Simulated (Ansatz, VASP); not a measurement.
# NbP: VASP beside Ansatz

The input INCAR:

```
SYSTEM = NbP
PREC = Accurate
ENCUT = 520
EDIFF = 1E-7
ISMEAR = -1
SIGMA = 0.02
LREAL = .False.
LASPH = .True.
NELM = 100
ALGO = Normal
ISIF = 2
LWAVE = .False.
LCHARG = .True.
GGA = PE
LELF = .True.
LVHAR = .True.
NBANDS = 26
```

The input KPOINTS:

```
Automatic mesh
0
Gamma
  8 8 8
  0 0 0
```

POSCAR

```
NbP
1.0
   -1.6556883529      1.6556883529      5.6647205690
    1.6556883529     -1.6556883529      5.6647205690
    1.6556883529      1.6556883529     -5.6647205690
Nb P
2 2
Direct
    0.7499687201      0.7499687201      0.0000000000
    0.4999687201      0.9999687201      0.5000000000
    0.3326598549      0.3326598549      0.0000000000
    0.0826598549      0.5826598549      0.5000000000
```

Input for Ansatz:

```yaml
crystal:
  lattice:
    - [-1.6556883529, 1.6556883529, 5.664720569]
    - [1.6556883529, -1.6556883529, 5.664720569]
    - [1.6556883529, 1.6556883529, -5.664720569]
  atoms:
    - { symbol: Nb, position: [0.7499687201, 0.7499687201, 0.0] }
    - { symbol: Nb, position: [0.4999687201, 0.9999687201, 0.5] }
    - { symbol: P, position: [0.3326598549, 0.3326598549, 0.0] }
    - { symbol: P, position: [0.0826598549, 0.5826598549, 0.5] }
kpoints:
  mp_grid: { grid: [8, 8, 8] }
hamiltonian:
  xc: pbe
scf:
  occupations: { method: fermi_dirac, width: 0.02 }
  n_extra_bands: 5
output:
  forces: true
  stress: true
  eigenvalues: true
```

Alike in both runs: task single point; functional PBE; k mesh 8 × 8 × 8; occupations fermi-dirac, width 0.02 eV; no spin polarisation.

|  | VASP | Ansatz |
| --- | --- | --- |
| version | VASP 6.6.1 | Ansatz 0.2.0 |
| potentials or method | VASP PAW PBE potentials, release 64 (Nb_sv, P) | plane waves, PAW |
| plane-wave cutoff (eV) | 520 | 420 |
| valence electrons in the cell | 36 | 36 |

|  | VASP | Ansatz | Ansatz less VASP |
| --- | --- | --- | --- |
| pressure (GPa) | 5.8 | 6.2 | +0.43 |
| traceless stress, the component that is largest in VASP (GPa) | -0.52 | -0.54 | -0.026 |
| rms of the force components (eV/Å) | 0.012 | 0.013 | +0.0009 |

Atom by atom the forces differ by 0.001 eV/Å (rms over components).
